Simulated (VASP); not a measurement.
A run of VASP 6.6.1:

File INCAR:

```
PREC = Accurate
ENCUT = 520
EDIFF = 1E-6
ISMEAR = -1
SIGMA = 0.02
LREAL = False
LASPH = True
NELM = 80
ALGO = Normal
ISIF = 2
LWAVE = False
LCHARG = False
GGA = PE
NBANDS = 37
```

KPOINTS

```
regular mesh
0
Gamma
  6 6 6
```

POSCAR

```
SrLi2SnS4
1.0
   -3.3503449860      3.3503449860      4.0549666905
    3.3503449860     -3.3503449860      4.0549666905
    3.3503449860      3.3503449860     -4.0549666905
Li Sr Sn S
2 1 1 4
Direct
    0.2500000000      0.7500000000      0.5000000000
    0.7500000000      0.2500000000      0.5000000000
    0.5000000000      0.5000000000      0.0000000000
    0.0000000000      0.0000000000      0.0000000000
    0.0370036452      0.0370036452      0.4170929649
    0.9629963548      0.3800893197      0.0000000000
    0.6199106803      0.6199106803      0.5829070351
    0.3800893197      0.9629963548      0.0000000000
```

Potentials or basis: VASP PAW PBE potentials, release 64 (Li_sv, Sr_sv, Sn_d, S).

Launch:

```bash
$ cat potpaw_PBE.64/Li_sv/POTCAR potpaw_PBE.64/Sr_sv/POTCAR potpaw_PBE.64/Sn_d/POTCAR potpaw_PBE.64/S/POTCAR > POTCAR
$ mpirun -np 1 vasp_std > vasp.out
```

Hardware: 1 thread of AMD EPYC 9R45 96-Core Processor (Zen 5) (shared host).

**Question.** How long does it take, and how much memory?

**Answer.** Run time: 2.6 min on 1 thread of AMD EPYC 9R45 96-Core Processor (Zen 5), with other jobs on the host, peak memory 0.41 GiB. Counts: scf iterations 14, k points 30.
